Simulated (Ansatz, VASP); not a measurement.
**One calculation of Ga2C, two programs**

```
Ga C
1.0
     4.31138    0.00000    0.00000
    -2.15569    3.73377    0.00000
     0.00000    0.00000    2.78930
Ga C
2 1
Direct
  0.33333 0.66667 0.50000
  0.66667 0.33333 0.50000
  0.00000 0.00000 0.00000
```

Alike in both runs: functional PBE; k mesh 6 × 6 × 4; occupations gaussian, width 0.1 eV; no spin polarisation.

Ansatz relaxed the structure, and its values are those at the end. VASP's run is a single point on that final structure, the one shown.

```csv
,VASP,Ansatz
version,VASP 6.6.1,Ansatz 0.2.0
potentials or method,"VASP PAW PBE potentials, release 64 (Ga_d, C), cutoff 520 eV","scalar-relativistic, plane waves, PAW"
valence electrons in the cell,30,30
```

```csv
,VASP,Ansatz,Ansatz less VASP
gap on the k mesh at the Fermi level (eV),none,none,-
pressure (GPa),0.2,0.1,-0.14
```

A gap of «none» marks a metal or a gap that the smearing closes.

The k mesh is coarse, so the values compare programs but aren't converged.
